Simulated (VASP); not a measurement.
# BeTe (F-43m) in VASP: further runs

The runs below take BeTe through single point, relaxation of cell and atoms, with LDA.

Everything below comes from runs of VASP 6.6.1. Logs are shortened: lines on timing, memory, paths and dates and some standing lists are left out, and cuts for length are marked.

## Step 1: The cell of the first run

It takes space group F-43m (No. 216, cubic). The conventional cell has a = 5.568 Å, b = 5.568 Å, c = 5.568 Å, α = 90.00°, β = 90.00°, γ = 90.00°. Be (site symmetry -43m) has 4 Te at 2.41 Å within 3.2 Å. Te (site symmetry -43m) has 4 Be at 2.41 Å within 3.2 Å.

## Step 2: Single point, LDA

The input, INCAR:

```
PREC = Accurate
ENCUT = 600
EDIFF = 1E-6
ISMEAR = -1
SIGMA = 0.02
LREAL = F
LASPH = T
NELM = 120
ALGO = Normal
ISIF = 2
LWAVE = F
LCHARG = F
GGA = CA
NBANDS = 11
GGA_COMPAT = F
```

The input, KPOINTS:

```
regular mesh
0
Gamma
  4 4 4
```

The input, POSCAR:

```
BeTe
1.0
    0.0000000000      2.7838497369      2.7838497369
    2.7838497369      0.0000000000      2.7838497369
    2.7838497369      2.7838497369      0.0000000000
Be Te
1 1
Direct
    0.0000000000      0.0000000000      0.0000000000
    0.2500000000      0.2500000000      0.2500000000
```

Potentials or basis: VASP PAW LDA potentials, release 64 (Be, Te).

Run with:

```sh
$ cat potpaw_LDA.64/Be/POTCAR potpaw_LDA.64/Te/POTCAR > POTCAR
$ mpirun -np 1 vasp_std > vasp.out
```

OUTCAR:

```text
PREC = Accurate
   ENCUT = 600
   EDIFF = 1E-6
   ISMEAR = -1
   LREAL = F
   LASPH = T
   NELM = 120
   ISIF = 2
   GGA = CA

 ion  position               nearest neighbor table
   1  0.000  0.000  0.000-   2 2.41   2 2.41   2 2.41   2 2.41
   2  0.250  0.250  0.250-   1 2.41   1 2.41   1 2.41   1 2.41

  LATTYP: Found a face centered cubic cell.
 ALAT       =     5.5676994738

  Lattice vectors:

 A1 = (   0.0000000000,   2.7838497369,   2.7838497369)
 A2 = (   2.7838497369,   0.0000000000,   2.7838497369)
 A3 = (   2.7838497369,   2.7838497369,   0.0000000000)

Analysis of symmetry for initial positions (statically):
=====================================================================
 Subroutine PRICEL returns:
 Original cell was already a primitive cell.

 Routine SETGRP: Setting up the symmetry group for a
 face centered cubic supercell.

 Subroutine GETGRP returns: Found 24 space group operations
 (whereof 24 operations were pure point group operations)
 out of a pool of 48 trial point group operations.

The static configuration has the point symmetry T_d .

Analysis of symmetry for dynamics (positions and initial velocities):
=====================================================================
 Subroutine PRICEL returns:
 Original cell was already a primitive cell.

 Routine SETGRP: Setting up the symmetry group for a
 face centered cubic supercell.

 Subroutine GETGRP returns: Found 24 space group operations
 (whereof 24 operations were pure point group operations)
 out of a pool of 48 trial point group operations.

The dynamic configuration has the point symmetry T_d .

 Subroutine INISYM returns: Found 24 space group operations
 (whereof 24 operations are pure point group operations),
 and found     1 'primitive' translations

----------------------------------------------------------------------------------------

                                     Primitive cell

  volume of cell :      43.1487

  direct lattice vectors                    reciprocal lattice vectors
     0.000000000  2.783849737  2.783849737    -0.179607395  0.179607395  0.179607395
     2.783849737  0.000000000  2.783849737     0.179607395 -0.179607395  0.179607395
     2.783849737  2.783849737  0.000000000     0.179607395  0.179607395 -0.179607395

  length of vectors
     3.936958054  3.936958054  3.936958054     0.311089134  0.311089134  0.311089134

  position of ions in fractional coordinates (direct lattice)
     0.000000000  0.000000000  0.000000000
     0.250000000  0.250000000  0.250000000

  ion indices of the primitive-cell ions
   primitive index   ion index
                 1           1
                 2           2

----------------------------------------------------------------------------------------

 KPOINTS: regular mesh

Automatic generation of k-mesh.
 Grid dimensions read from file:
 generate k-points for:    4    4    4

 Generating k-lattice:

  Cartesian coordinates                     Fractional coordinates (reciprocal lattice)
    -0.044901849  0.044901849  0.044901849     0.250000000  0.000000000  0.000000000
     0.044901849 -0.044901849  0.044901849     0.000000000  0.250000000  0.000000000
     0.044901849  0.044901849 -0.044901849     0.000000000  0.000000000  0.250000000

  Length of vectors
     0.077772283  0.077772283  0.077772283

  Shift w.r.t. Gamma in fractional coordinates (k-lattice)
     0.000000000  0.000000000  0.000000000

 Subroutine IBZKPT returns following result:
 ===========================================

 Found      8 irreducible k-points:

 Following reciprocal coordinates:
            Coordinates               Weight
  0.000000  0.000000  0.000000      1.000000
  0.250000  0.000000  0.000000      8.000000
  0.500000  0.000000  0.000000      4.000000
  0.250000  0.250000  0.000000      6.000000
  0.500000  0.250000  0.000000     24.000000
 -0.250000  0.250000  0.000000     12.000000
  0.500000  0.500000  0.000000      3.000000
 -0.250000  0.500000  0.250000      6.000000
   k-points           NKPTS =      8   k-points in BZ     NKDIM =      8   number of bands    NBANDS=     11
   number of dos      NEDOS =    301   number of ions     NIONS =      2
   total plane-waves  NPLWV =  32768
   dimension x,y,z NGX =    32 NGY =   32 NGZ =   32
   dimension x,y,z NGXF=    64 NGYF=   64 NGZF=   64
   ions per type =               1   1
   NGX,Y,Z   is equivalent  to a cutoff of  13.51, 13.51, 13.51 a.u.
   NGXF,Y,Z  is equivalent  to a cutoff of  27.03, 27.03, 27.03 a.u.
 SYSTEM =  unknown system
   PREC   = accura    normal or accurate (medium, high low for compatibility)
   ISTART =      0    job   : 0-new  1-cont  2-samecut
   ICHARG =      2    charge: 1-file 2-atom 10-const
   ISPIN  =      1    spin polarized calculation?
   LNONCOLLINEAR =      F non collinear calculations
   LSORBIT =      F    spin-orbit coupling
   LASPH  =      T    aspherical Exc in radial PAW
   ENCUT  =  600.0 eV  44.10 Ry    6.64 a.u.   7.86  7.86  7.86*2*pi/ulx,y,z
   NELM   =    120;   NELMIN=  2; NELMDL= -5     # of ELM steps
   EDIFF  = 0.1E-05   stopping-criterion for ELM
   LREAL  =      F    real-space projection
   EDIFFG = 0.1E-04   stopping-criterion for IOM
   NSW    =      0    number of steps for IOM
   IBRION =     -1    ionic relax: 0-MD 1-quasi-New 2-CG
   NFREE  =      0    steps in history (QN), initial steepest desc. (CG)
   ISIF   =      2    stress and relaxation
   ISYM   =      2    0-nonsym 1-usesym 2-fastsym
   POTIM  = 0.5000    time-step for ionic-motion
   TEBEG  =    0.0;   TEEND  =   0.0 temperature during run
   PSTRESS=    0.0 pullay stress
   NELECT =       8.0000    total number of electrons
   NUPDOWN=      -1.0000    fix difference up-down
   EMIN   =  10.00;   EMAX   =-10.00  energy-range for DOS
   EFERMI =   0.00;   METHOD = LEGACY
   ISMEAR =    -1;   SIGMA  =   0.02  broadening in eV -4-tet -1-fermi 0-gaus
   EFERMI_NEDOS =   21; number of points for ismear=-14 and -15
   IALGO  =     38    algorithm
   IMIX   =      4    mixing-type and parameters
     AMIX     =   0.40;   BMIX     =  1.00
     AMIX_MAG =   1.60;   BMIX_MAG =  1.00
  volume/ion in A,a.u.               =      21.57       145.59
  Fermi-wavevector in a.u.,A,eV,Ry     =   0.933503  1.764065 11.856495  0.871428
  Thomas-Fermi vector in A             =   2.060211
   LORBIT       =      0    0 simple, 1 ext, 2 COOP (PROOUT), +10 PAW based schemes
   GGA     = CA    functional components
   LHFCALC =     F    Hartree Fock is set to
   AEXX    =    0.0000 exact exchange contribution
   IVDW    =     0    specifies the selected vdW correction
   LEPSILON=     F    determine dielectric tensor
   LRPA    =     F    only Hartree local field effects (RPA)
 non-spin polarized calculation
  energy-cutoff  :      600.00
  volume of cell :       43.15
 maximum number of plane-waves:      1459
   NGX = 15   NGY = 15   NGZ = 15

 number of electron       8.0000000 magnetization

 Free energy of the ion-electron system (eV)
  ---------------------------------------------------
  ext. energy  EPLUGINS =         0.00000000
  ---------------------------------------------------
  free energy    TOTEN  =        -8.64257502 eV

  energy without entropy =       -8.64257502  energy(sigma->0) =       -8.64257502

 E-fermi :   5.8174     XC(G=0):  -9.3957

 val. band max:        5.3590495753   @ k =   0.0000   0.0000   0.0000
 cond. band min:       7.1284987948   @ k =   0.5000   0.5000   0.0000
 fundamental gap:      1.7694492195
 Fermi energy:         5.8173673239

 k-point     1 :       0.0000    0.0000    0.0000
  band No.  band energies     occupation
      1      -7.1901      2.00000
      2       5.3590      2.00000
      3       5.3590      2.00000
      4       5.3590      2.00000
      5       8.9002      0.00000
      6       8.9002      0.00000
      7       8.9002      0.00000
      8       9.3289      0.00000
      9      13.5711      0.00000
     10      15.6569      0.00000
     11      15.6569      0.00000

 k-point     2 :       0.2500    0.0000    0.0000
  band No.  band energies     occupation
      1      -6.6076      2.00000
      2       1.9118      2.00000
      3       4.6453      2.00000
      4       4.6453      2.00000
      5       8.7008      0.00000
      6       9.8016      0.00000
      7       9.8016      0.00000
      8      12.4556      0.00000
      9      14.3032      0.00000
     10      14.3633      0.00000
     11      14.3633      0.00000

 k-point     3 :       0.5000    0.0000    0.0000
  band No.  band energies     occupation
      1      -5.7666      2.00000
      2      -0.4080      2.00000
      3       4.1672      2.00000
      4       4.1672      2.00000
      5       8.4934      0.00000
      6       9.8836      0.00000
      7       9.8836      0.00000
      8      12.9755      0.00000
      9      16.2361      0.00000
     10      16.8866      0.00000
     11      16.8866      0.00000

 k-point     4 :       0.2500    0.2500    0.0000
  band No.  band energies     occupation
      1      -6.4095      2.00000
      2       2.3946      2.00000
      3       3.5816      2.00000
      4       3.5816      2.00000
      5       7.8464      0.00000
      6       9.6933      0.00000
      7      11.8306      0.00000
      8      11.8306      0.00000
      9      14.1760      0.00000
     10      16.0571      0.00000
     11      16.6322      0.00000

 k-point     5 :       0.5000    0.2500    0.0000
  band No.  band energies     occupation
      1      -5.5458      2.00000
      2       0.3391      2.00000
      3       2.2281      2.00000
      4       3.2314      2.00000
      5       8.2029      0.00000
      6      10.8456      0.00000
      7      11.9351      0.00000
      8      12.2149      0.00000
      9      15.7082      0.00000
     10      17.1627      0.00000
     11      17.8207      0.00000

 k-point     6 :      -0.2500    0.2500    0.0000
  band No.  band energies     occupation
      1      -5.8482      2.00000
      2       0.8487      2.00000
      3       2.0355      2.00000
      4       4.0862      2.00000
      5       9.0549      0.00000
      6      10.8719      0.00000
      7      11.4891      0.00000
      8      12.0645      0.00000
      9      13.7159      0.00000
     10      15.2040      0.00000
     11      17.7902      0.00000

 k-point     7 :       0.5000    0.5000    0.0000
  band No.  band energies     occupation
      1      -5.2479      2.00000
      2       0.0844      2.00000
      3       2.5769      2.00000
      4       2.5769      2.00000
      5       7.1285      0.00000
      6       7.9458      0.00000
      7      15.1637      0.00000
      8      15.1637      0.00000
      9      16.9079      0.00000
     10      18.5980      0.00000
     11      18.8218      0.00000

 k-point     8 :      -0.2500    0.5000    0.2500
  band No.  band energies     occupation
      1      -5.2092      2.00000
      2       0.6723      2.00000
      3       1.4513      2.00000
      4       1.9590      2.00000
      5      10.5517      0.00000
      6      10.7792      0.00000
      7      10.8993      0.00000
      8      11.6690      0.00000
      9      16.2674      0.00000
     10      17.2233      0.00000
     11      18.1922      0.00000

------------------------ aborting loop because EDIFF is reached ----------------------------------------

  FORCE on cell =-STRESS in cart. coord.  units (eV):
  Direction    XX          YY          ZZ          XY          YZ          ZX
  --------------------------------------------------------------------------------------
  -------------------------------------------------------------------------------------
  Total        0.0798729      0.0798729      0.0798729      0.0000000      0.0000000      0.0000000
  in kB        2.9658067      2.9658067      2.9658067      0.0000000      0.0000000      0.0000000
  external PRESSURE =       2.9658067 kB  Pullay stress =       0.0000000 kB

 VOLUME and BASIS-vectors are now :
 -----------------------------------------------------------------------------
  energy-cutoff  :      600.00
  volume of cell :       43.15
      direct lattice vectors                 reciprocal lattice vectors
     0.000000000  2.783849737  2.783849737    -0.179607395  0.179607395  0.179607395
     2.783849737  0.000000000  2.783849737     0.179607395 -0.179607395  0.179607395
     2.783849737  2.783849737  0.000000000     0.179607395  0.179607395 -0.179607395

 POSITION                                       TOTAL-FORCE (eV/Angst)
 -----------------------------------------------------------------------------------
      0.00000      0.00000      0.00000        -0.000000     -0.000000     -0.000000
      1.39192      1.39192      1.39192         0.000000      0.000000      0.000000
 -----------------------------------------------------------------------------------
    total drift:                                0.000000      0.000000      0.000000

  FREE ENERGIE OF THE ION-ELECTRON SYSTEM (eV)
  ---------------------------------------------------
  free  energy   TOTEN  =        -8.6425750231 eV

  energy  without entropy=       -8.6425750231  energy(sigma->0) =       -8.64257502
```

Run time: 5.6 s. Hardware: 1 thread of AMD EPYC 7R43 (Zen 3), shared host; peak memory 0.12 GiB.

Results:

```
Free energy            : -8.6426 eV
Pressure               : 0.3 GPa
Band gap on the k mesh : 1.77 eV, indirect (least direct gap 3.54 eV)
```

Levels at points of the mesh, in eV from the valence-band top:
```tsv
k point	band 1	band 2	band 3	band 4	band 5	band 6	band 7	band 8
(0.00, 0.00, 0.00)	-12.55	0.00	0.00	0.00	3.54	3.54	3.54	3.97
(0.50, 0.00, 0.00)	-11.13	-5.77	-1.19	-1.19	3.13	4.52	4.52	7.62
(0.50, 0.50, 0.00)	-10.61	-5.27	-2.78	-2.78	1.77	2.59	9.80	9.80
```

Caveat: the k points lie up to 0.49 Å⁻¹ apart; spin-orbit coupling is left out, which moves the levels of the heavy elements. A k mesh can miss the band edges.

## Step 3: Relaxation of cell and atoms, LDA

The input, INCAR:

```
  PREC = Accurate
  ENCUT = 600
  EDIFF = 1E-7
  ISMEAR = -1
  SIGMA = 0.02
  LREAL = F
  LASPH = T
  NELM = 120
  ALGO = Normal
  ISIF = 3
  LWAVE = F
  LCHARG = F
  GGA = CA
  IBRION = 2
  NSW = 80
  EDIFFG = -0.01
  GGA_COMPAT = F
  NELMIN = 4
```

The input, KPOINTS:

```
Automatic mesh
0
Gamma
  4 4 4
```

POSCAR is that of step 2.

Potentials or basis: VASP PAW LDA potentials, release 64 (Be, Te).

Run with:

```sh
$ cat potpaw_LDA.64/Be/POTCAR potpaw_LDA.64/Te/POTCAR > POTCAR
$ mpirun -np 1 vasp_std > vasp.out
```

It took 6.4 s on 1 thread of AMD EPYC 7R43 (Zen 3), shared host; peak memory 0.12 GiB.

Results (log left out):

```yaml
Free_energy: -8.6427 eV
Relaxed_volume: 21.70 Å³/atom
Relaxed_cell: a = 3.944 Å, b = 3.944 Å, c = 3.944 Å, α = 60.00°, β = 60.00°, γ = 60.00°
Space_group_after_relaxing_to_0.05_Å: F-43m (No. 216)
Energy_gained_by_relaxing: 0.1 meV/atom
Ionic_steps: 2
Pressure_after_relaxing: -0.1 GPa
Band_gap_on_the_k_mesh: 1.78 eV, indirect (least direct gap 3.55 eV)
```

The path:
```tsv
step	energy change (eV)	largest force (eV/Å)	pressure (GPa)	volume (Å³)
1	0.0000	0.0000	0.29	43.15
2	-0.0002	0.0000	-0.07	43.39
```

Final structure:
```cif
data_structure
_symmetry_space_group_name_H-M 'P 1'
_symmetry_Int_Tables_number 1
_cell_length_a 3.9443
_cell_length_b 3.9443
_cell_length_c 3.9443
_cell_angle_alpha 60.000
_cell_angle_beta 60.000
_cell_angle_gamma 60.000
_cell_volume 43.39
loop_
_atom_site_label
_atom_site_type_symbol
_atom_site_fract_x
_atom_site_fract_y
_atom_site_fract_z
_atom_site_occupancy
Be1 Be 0.00000 0.00000 0.00000 1
Te1 Te 0.25000 0.25000 0.25000 1
```

Levels at points of the mesh, in eV from the valence-band top:
| k point | band 1 | band 2 | band 3 | band 4 | band 5 | band 6 | band 7 | band 8 |
| --- | --- | --- | --- | --- | --- | --- | --- | --- |
| (0.00, 0.00, 0.00) | -12.51 | 0.00 | 0.00 | 0.00 | 3.55 | 3.55 | 3.55 | 3.93 |
| (0.50, 0.00, 0.00) | -11.10 | -5.73 | -1.18 | -1.18 | 3.12 | 4.53 | 4.53 | 7.62 |
| (0.50, 0.50, 0.00) | -10.59 | -5.24 | -2.76 | -2.76 | 1.78 | 2.59 | 9.77 | 9.77 |

Caveat: the k points lie up to 0.49 Å⁻¹ apart in the final cell; spin-orbit coupling is left out, which moves the levels of the heavy elements. LDA gaps usually lie below the measured ones, often by a third to a half.
